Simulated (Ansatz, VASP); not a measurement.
## Ru: VASP beside Ansatz

```
CELL_PARAMETERS angstrom
2.67190 0.00000 0.00000
-1.33595 2.31393 0.00000
0.00000 0.00000 2.38481
ATOMIC_POSITIONS crystal
Ru 0.00000 0.00000 0.00000
```

Alike in both runs: functional r2SCAN; k mesh 24 × 24 × 24; occupations gaussian, width 0.1 eV; no spin polarisation.

Ansatz relaxed the structure, and its values are those at the end. VASP's run is a single point on that final structure, the one shown.

|  | VASP | Ansatz |
| --- | --- | --- |
| version | VASP 6.6.1 | Ansatz 0.2.0 |
| potentials or method | VASP PAW PBE potentials, release 64 (Ru_sv), cutoff 620 eV | scalar-relativistic, plane waves, PAW |
| valence electrons in the cell | 16 | 16 |

VASP gave:

```
gap on the k mesh at the Fermi level (eV) : none
pressure (GPa)                            : 0.2
```

Q: Which values does Ansatz return?

A: gap on the k mesh at the Fermi level (eV): none; pressure (GPa): 0.0.

VASP's potentials were made for PBE, not for r2SCAN. A gap of «none» marks a metal or a gap that the smearing closes.
